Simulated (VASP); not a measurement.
# W (I4/mmm) in VASP: further runs

Runs on W. Level: LDA. Tasks: single point.

Everything below comes from runs of VASP 6.6.1. Logs are shortened: lines on timing, memory, paths and dates and some standing lists are left out, and cuts for length are marked.

## 1. The cell of the first run

The structure is tetragonal, space group I4/mmm (No. 139). The conventional cell has a = 3.081 Å, b = 3.081 Å, c = 3.039 Å, α = 90.00°, β = 90.00°, γ = 90.00°. Within 3.5 Å of W (site symmetry 4/mmm) lie 14 W at 2.66 to 3.08 Å.

## 2. Single point, LDA (14.42 Å³/atom)

Input file INCAR:

```
SYSTEM = W
PREC = Accurate
ENCUT = 520
EDIFF = 1E-6
ISMEAR = 0
SIGMA = 0.15
LREAL = .False.
LASPH = .True.
NELM = 100
ALGO = Fast
ISIF = 2
LWAVE = .False.
LCHARG = .True.
GGA = CA
LELF = .True.
LVHAR = .True.
NBANDS = 13
```

Input file KPOINTS:

```
regular mesh
0
Gamma
  22 22 22
  0 0 0
```

Input file POSCAR:

```
W
1.0
    0.0000000000      2.1786186727      1.5193686623
    2.1786186727      0.0000000000      1.5193686623
    2.1786186727      2.1786186727      0.0000000000
W
1
Direct
    0.0000000000      0.0000000000      0.0000000000
```

Potentials or basis: VASP PAW LDA potentials, release 64 (W_sv).

On the command line:

```sh
cat potpaw_LDA.64/W_sv/POTCAR > POTCAR
mpirun -np 1 vasp_std > vasp.out
```

OUTCAR:

```text
SYSTEM = W
   PREC = Accurate
   ENCUT = 520
   EDIFF = 1E-6
   ISMEAR = 0
   LREAL = .False.
   LASPH = .True.
   NELM = 100
   ISIF = 2
   GGA = CA

 ion  position               nearest neighbor table
   1  0.000  0.000  0.000-

  LATTYP: Found a body centered tetragonal cell.
 ALAT       =     3.0810320742
 C/A-ratio  =     0.9862725384

  Lattice vectors:

 A1 = (   0.0000000000,  -2.1786186727,  -1.5193686623)
 A2 = (   0.0000000000,   2.1786186727,  -1.5193686623)
 A3 = (   2.1786186727,   0.0000000000,   1.5193686623)

Analysis of symmetry for initial positions (statically):
=====================================================================
 Subroutine PRICEL returns:
 Original cell was already a primitive cell.

 Routine SETGRP: Setting up the symmetry group for a
 body centered tetragonal supercell.

 Subroutine GETGRP returns: Found 16 space group operations
 (whereof 16 operations were pure point group operations)
 out of a pool of 16 trial point group operations.

The static configuration has the point symmetry D_4h.

Analysis of symmetry for dynamics (positions and initial velocities):
=====================================================================
 Subroutine PRICEL returns:
 Original cell was already a primitive cell.

 Routine SETGRP: Setting up the symmetry group for a
 body centered tetragonal supercell.

 Subroutine GETGRP returns: Found 16 space group operations
 (whereof 16 operations were pure point group operations)
 out of a pool of 16 trial point group operations.

The dynamic configuration has the point symmetry D_4h.

 Subroutine INISYM returns: Found 16 space group operations
 (whereof 16 operations are pure point group operations),
 and found     1 'primitive' translations

----------------------------------------------------------------------------------------

                                     Primitive cell

  volume of cell :      14.4230

  direct lattice vectors                    reciprocal lattice vectors
     0.000000000  2.178618673  1.519368662    -0.229503220  0.229503220  0.329084055
     2.178618673  0.000000000  1.519368662     0.229503220 -0.229503220  0.329084055
     2.178618673  2.178618673  0.000000000     0.229503220  0.229503220 -0.329084055

  length of vectors
     2.656098728  2.656098728  3.081032074     0.462211825  0.462211825  0.462211825

  position of ions in fractional coordinates (direct lattice)
     0.000000000  0.000000000  0.000000000

  ion indices of the primitive-cell ions
   primitive index   ion index
                 1           1

----------------------------------------------------------------------------------------

 KPOINTS: regular mesh

Automatic generation of k-mesh.
 Grid dimensions read from file:
 generate k-points for:   22   22   22

 Generating k-lattice:

  Cartesian coordinates                     Fractional coordinates (reciprocal lattice)
    -0.010431965  0.010431965  0.014958366     0.045454545 -0.000000000  0.000000000
     0.010431965 -0.010431965  0.014958366    -0.000000000  0.045454545  0.000000000
     0.010431965  0.010431965 -0.014958366     0.000000000  0.000000000  0.045454545

  Length of vectors
     0.021009628  0.021009628  0.021009628

  Shift w.r.t. Gamma in fractional coordinates (k-lattice)
     0.000000000  0.000000000  0.000000000

 Subroutine IBZKPT returns following result:
 ===========================================

 Found    834 irreducible k-points:

 Following reciprocal coordinates:
            Coordinates               Weight
  0.000000  0.000000  0.000000      1.000000
  0.045455  0.000000  0.000000      8.000000
  0.090909  0.000000  0.000000      8.000000
  0.136364  0.000000  0.000000      8.000000
  0.181818  0.000000  0.000000      8.000000
  0.227273  0.000000  0.000000      8.000000
[... 16 lines left out ...]
  0.500000  0.045455  0.000000      8.000000
 -0.454545  0.045455  0.000000      8.000000
 [... further k-points ...]
   k-points           NKPTS =    834   k-points in BZ     NKDIM =    834   number of bands    NBANDS=     13
   number of dos      NEDOS =    301   number of ions     NIONS =      1
   total plane-waves  NPLWV =   9600
   dimension x,y,z NGX =    20 NGY =   20 NGZ =   24
   dimension x,y,z NGXF=    40 NGYF=   40 NGZF=   48
   ions per type =               1
   NGX,Y,Z   is equivalent  to a cutoff of  12.52, 12.52, 12.95 a.u.
   NGXF,Y,Z  is equivalent  to a cutoff of  25.04, 25.04, 25.90 a.u.
 SYSTEM =  W
   PREC   = accura    normal or accurate (medium, high low for compatibility)
   ISTART =      0    job   : 0-new  1-cont  2-samecut
   ICHARG =      2    charge: 1-file 2-atom 10-const
   ISPIN  =      1    spin polarized calculation?
   LNONCOLLINEAR =      F non collinear calculations
   LSORBIT =      F    spin-orbit coupling
   LASPH  =      T    aspherical Exc in radial PAW
   ENCUT  =  520.0 eV  38.22 Ry    6.18 a.u.   4.94  4.94  5.73*2*pi/ulx,y,z
   NELM   =    100;   NELMIN=  2; NELMDL= -5     # of ELM steps
   EDIFF  = 0.1E-05   stopping-criterion for ELM
   LREAL  =      F    real-space projection
   EDIFFG = 0.1E-04   stopping-criterion for IOM
   NSW    =      0    number of steps for IOM
   IBRION =     -1    ionic relax: 0-MD 1-quasi-New 2-CG
   NFREE  =      0    steps in history (QN), initial steepest desc. (CG)
   ISIF   =      2    stress and relaxation
   ISYM   =      2    0-nonsym 1-usesym 2-fastsym
   POTIM  = 0.5000    time-step for ionic-motion
   TEBEG  =    0.0;   TEEND  =   0.0 temperature during run
   PSTRESS=    0.0 pullay stress
   NELECT =      14.0000    total number of electrons
   NUPDOWN=      -1.0000    fix difference up-down
   EMIN   =  10.00;   EMAX   =-10.00  energy-range for DOS
   EFERMI =   0.00;   METHOD = LEGACY
   ISMEAR =     0;   SIGMA  =   0.15  broadening in eV -4-tet -1-fermi 0-gaus
   EFERMI_NEDOS =   21; number of points for ismear=-14 and -15
   IALGO  =     68    algorithm
   IMIX   =      4    mixing-type and parameters
     AMIX     =   0.40;   BMIX     =  1.00
     AMIX_MAG =   1.60;   BMIX_MAG =  1.00
  volume/ion in A,a.u.               =      14.42        97.33
  Fermi-wavevector in a.u.,A,eV,Ry     =   1.620935  3.063123 35.748366  2.627431
  Thomas-Fermi vector in A             =   2.714793
   LORBIT       =      0    0 simple, 1 ext, 2 COOP (PROOUT), +10 PAW based schemes
   GGA     = CA    functional components
   LHFCALC =     F    Hartree Fock is set to
   AEXX    =    0.0000 exact exchange contribution
   IVDW    =     0    specifies the selected vdW correction
   LEPSILON=     F    determine dielectric tensor
   LRPA    =     F    only Hartree local field effects (RPA)
 non-spin polarized calculation
 RMM-DIIS sequential band-by-band and
 Gauss-broadening in eV      SIGMA  =   0.15
  energy-cutoff  :      520.00
  volume of cell :       14.42
 maximum number of plane-waves:       402
   NGX =  9   NGY =  9   NGZ = 11

 number of electron      14.0000001 magnetization

 Free energy of the ion-electron system (eV)
  ---------------------------------------------------
  ext. energy  EPLUGINS =         0.00000000
  ---------------------------------------------------
  free energy    TOTEN  =       -14.01401832 eV

  energy without entropy =      -14.00767989  energy(sigma->0) =      -14.01084910

 E-fermi :  12.7887     XC(G=0): -14.3665

 val. band max:       12.7859366163   @ k =   0.3182   0.1818   0.0455
 cond. band min:      12.7977804933   @ k =   0.1818   0.0909   0.0000
 fundamental gap:      0.0118438770
 Fermi energy:        12.7886983231

 k-point     1 :       0.0000    0.0000    0.0000
  band No.  band energies     occupation
      1     -60.8921      2.00000
      2     -24.5301      2.00000
      3     -24.5301      2.00000
      4     -24.5240      2.00000
      5       2.7064      2.00000
      6      11.1834      2.00000
      7      11.3901      2.00000
      8      11.3901      2.00000
      9      15.0223      0.00000
     10      15.3088      0.00000
     11      27.4301      0.00000
     12      27.4301      0.00000
     13      27.7155      0.00000

 k-point     2 :       0.0455    0.0000    0.0000
  band No.  band energies     occupation
      1     -60.8878      2.00000
      2     -24.5671      2.00000
      3     -24.5423      2.00000
      4     -24.5273      2.00000
      5       2.8212      2.00000
      6      11.1699      2.00000
      7      11.3736      2.00000
      8      11.4417      2.00000
      9      14.9845      0.00000
     10      15.2255      0.00000
     11      27.6051      0.00000
     12      27.6223      0.00000
     13      27.9463      0.00000

 k-point     3 :       0.0909    0.0000    0.0000
  band No.  band energies     occupation
      1     -60.8756      2.00000
      2     -24.6823      2.00000
      3     -24.5779      2.00000
      4     -24.5288      2.00000
      5       3.1553      2.00000
      6      10.9979      2.00000
      7      11.3091      2.00000
      8      11.7381      2.00000
      9      14.7892      0.00000
     10      15.1407      0.00000
     11      27.9352      0.00000
     12      28.1857      0.00000
     13      28.7188      0.00000
[... 305 lines left out ...]
 k-point    23 :       0.5000    0.0455    0.0000
  band No.  band energies     occupation
      1     -60.6786      2.00000
      2     -26.2917      2.00000
      3     -25.1193      2.00000
      4     -24.5766      2.00000
      5       5.9496      2.00000
      6       8.7255      2.00000
      7      13.4328      0.00000
      8      14.9509      0.00000
      9      16.8777      0.00000
     10      19.7729      0.00000
     11      24.8988      0.00000
     12      25.5510      0.00000
     13      30.7386      0.00000

 k-point    24 :      -0.4545    0.0455    0.0000
  band No.  band energies     occupation
      1     -60.6830      2.00000
      2     -26.2584      2.00000
      3     -25.1083      2.00000
      4     -24.5756      2.00000
      5       5.9781      2.00000
      6       8.7694      2.00000
      7      13.1402      0.00092
      8      15.0178      0.00000
      9      16.7136      0.00000
     10      19.4309      0.00000
     11      25.0099      0.00000
     12      25.9359      0.00000
     13      31.2070      0.00000

 [... further k-points ...]

------------------------ aborting loop because EDIFF is reached ----------------------------------------

  FORCE on cell =-STRESS in cart. coord.  units (eV):
  Direction    XX          YY          ZZ          XY          YZ          ZX
  --------------------------------------------------------------------------------------
  -------------------------------------------------------------------------------------
  Total        2.3644121      2.3644121      2.8425292      0.0000000      0.0000000     -0.0000000
  in kB      262.6504506    262.6504506    315.7620308      0.0000000      0.0000000     -0.0000000
  external PRESSURE =     280.3543106 kB  Pullay stress =       0.0000000 kB

 VOLUME and BASIS-vectors are now :
 -----------------------------------------------------------------------------
  energy-cutoff  :      520.00
  volume of cell :       14.42
      direct lattice vectors                 reciprocal lattice vectors
     0.000000000  2.178618673  1.519368662    -0.229503220  0.229503220  0.329084055
     2.178618673  0.000000000  1.519368662     0.229503220 -0.229503220  0.329084055
     2.178618673  2.178618673  0.000000000     0.229503220  0.229503220 -0.329084055

 POSITION                                       TOTAL-FORCE (eV/Angst)
 -----------------------------------------------------------------------------------
      0.00000      0.00000      0.00000        -0.000000      0.000000      0.000000
 -----------------------------------------------------------------------------------
    total drift:                                0.000000     -0.000000      0.000000

  FREE ENERGIE OF THE ION-ELECTRON SYSTEM (eV)
  ---------------------------------------------------
  free  energy   TOTEN  =       -14.0140183201 eV

  energy  without entropy=      -14.0076798893  energy(sigma->0) =      -14.01084910
```

Run time: 2.2 min. Hardware: 1 thread of Intel Xeon 6975P-C (Granite Rapids), shared host; peak memory 0.24 GiB.

Results:

```
Free energy            : -14.0140 eV
Pressure               : 28.0 GPa
Band gap on the k mesh : zero (bands 7 and 8 overlap by 7.24 eV)
```

Stress tensor (GPa, compression positive):
```
26.27  0.00  0.00
 0.00 26.27  0.00
 0.00  0.00 31.58
```

Caveat: the stress differs along the axes, from 26 to 32 GPa; spin-orbit coupling is left out, which moves the levels of the heavy elements.

## 3. Single point, LDA (14.42 Å³/atom)

Input file INCAR:

```
SYSTEM = W
ALGO = Fast
EDIFF = 1E-6
ENCUT = 520
GGA = CA
ISIF = 2
ISMEAR = 0
LASPH = .True.
LCHARG = .False.
LREAL = .False.
LWAVE = .False.
NBANDS = 13
NELM = 100
PREC = Accurate
SIGMA = 0.15
```

Input file KPOINTS:

```
k-points
0
Gamma
  22 22 22
  0 0 0
```

Input file POSCAR:

```
W
1.0
    0.0000000000      2.2163334173      1.4680992556
    2.2163334173      0.0000000000      1.4680992556
    2.2163334173      2.2163334173      0.0000000000
W
1
Direct
    0.0000000000      0.0000000000      0.0000000000
```

Potentials or basis: VASP PAW LDA potentials, release 64 (W_sv).

On the command line:

```sh
cat potpaw_LDA.64/W_sv/POTCAR > POTCAR
mpirun -np 1 vasp_std > vasp.out
```

Wall time 1.9 min (1 thread of Intel Xeon 6975P-C (Granite Rapids), shared host); peak memory 0.25 GiB.

The run converged. Its results:

* Free energy: -13.9654 eV
* Pressure: 29.0 GPa
* Band gap on the k mesh: zero (bands 7 and 8 overlap by 7.10 eV)

Stress tensor (GPa, compression positive):
```
20.02  0.00  0.00
 0.00 20.02  0.00
 0.00  0.00 46.85
```

Levels at points of the mesh, in eV from the Fermi level:
```tsv
k point	band 3	band 4	band 5	band 6	band 7	band 8	band 9	band 10	band 11	band 12
(0.00, 0.00, 0.00)	-37.32	-37.27	-10.07	-2.08	-1.07	-1.07	1.65	3.03	14.35	14.35
(0.50, 0.00, 0.00)	-37.91	-37.36	-6.93	-4.40	1.43	2.42	4.10	7.01	11.74	12.89
(0.50, 0.50, 0.00)	-38.61	-38.35	-6.78	-6.57	5.75	5.75	6.08	8.56	8.56	10.37
(0.50, 0.00, 0.50)	-37.78	-37.28	-6.90	-3.38	0.83	1.47	3.00	6.85	11.96	12.33
```

Caveat: the stress differs along the axes, from 20 to 47 GPa; spin-orbit coupling is left out, which moves the levels of the heavy elements.

## 4. Single point, LDA (14.42 Å³/atom)

Input file INCAR:

```
PREC     = Accurate       # precision mode
ENCUT    = 520            # plane-wave cutoff, eV
EDIFF    = 1E-6           # SCF threshold, eV
ISMEAR   = 0              # smearing method
SIGMA    = 0.15           # smearing width, eV
LREAL    = False          # projectors in reciprocal space
LASPH    = True           # aspherical terms in the spheres
NELM     = 80             # most SCF steps
ALGO     = Fast           # electronic algorithm
ISIF     = 2              # what is computed and relaxed
LWAVE    = False          # write WAVECAR
LCHARG   = False          # write CHGCAR
GGA      = CA             # functional
NBANDS   = 13             # bands
```

Input file KPOINTS:

```
regular mesh
0
Gamma
  22 22 22
```

Input file POSCAR:

```
W
1.0
    0.0000000000      2.1414964554      1.5725008472
    2.1414964554      0.0000000000      1.5725008472
    2.1414964554      2.1414964554      0.0000000000
W
1
Direct
    0.0000000000      0.0000000000      0.0000000000
```

On the command line:

```sh
cat potpaw_LDA.64/W_sv/POTCAR > POTCAR
mpirun -np 1 vasp_std > vasp.out
```

Run time: 2.1 min. Hardware: 1 thread of Intel Xeon 6975P-C (Granite Rapids), shared host; peak memory 0.24 GiB.

The run converged. Its results:

- Free energy: -14.0001 eV
- Pressure: 28.3 GPa
- Band gap on the k mesh: zero (bands 7 and 8 overlap by 6.92 eV)

Stress tensor (GPa, compression positive):
```
33.03  0.00  0.00
 0.00 33.03  0.00
 0.00  0.00 18.85
```

Levels at points of the mesh, in eV from the Fermi level:
```
           k point  band 4  band 5  band 6  band 7  band 8  band 9  band 10  band 11
(0.00, 0.00, 0.00)  -37.31  -10.08   -1.63   -1.63   -1.09    1.99     2.74    14.25
(0.50, 0.00, 0.00)  -37.32   -6.92   -3.91    1.10    1.98    3.44     6.93    11.81
(0.50, 0.50, 0.00)  -38.49   -6.75   -6.62    5.71    5.91    5.91     8.47     9.49
(0.50, 0.00, 0.50)  -37.36   -6.94   -4.47    1.43    2.86    3.71     7.09    11.71
```

Caveat: the stress differs along the axes, from 19 to 33 GPa; spin-orbit coupling is left out, which moves the levels of the heavy elements.

## 5. The runs side by side

| cell | gap on the mesh (eV) | pressure (GPa) |
| --- | --- | --- |
| a = 2.656, b = 2.656, c = 3.081 Å, angles 54.6, 54.6, 70.9°, 1 atom | none | 28.0 |
| a = 2.658, b = 2.658, c = 3.134 Å, angles 53.9, 53.9, 72.2°, 1 atom | none | 29.0 |
| a = 2.657, b = 2.657, c = 3.029 Å, angles 55.3, 55.3, 69.5°, 1 atom | none | 28.3 |

Alike in all rows: task single point; level LDA; potentials or basis VASP PAW LDA potentials, release 64 (W_sv); no spin polarisation; k mesh 22 × 22 × 22; cutoff (eV) 520; smearing gaussian 0.15 eV.

Caveats: spin-orbit coupling is left out, which moves the levels of the heavy elements; the stress differs along the axes, from 26 to 32 GPa (at least some runs); the stress differs along the axes, from 20 to 47 GPa (at least some runs); the stress differs along the axes, from 19 to 33 GPa (at least some runs).

Total energies depend on the potentials used, so only differences within one code and one set of settings carry meaning.
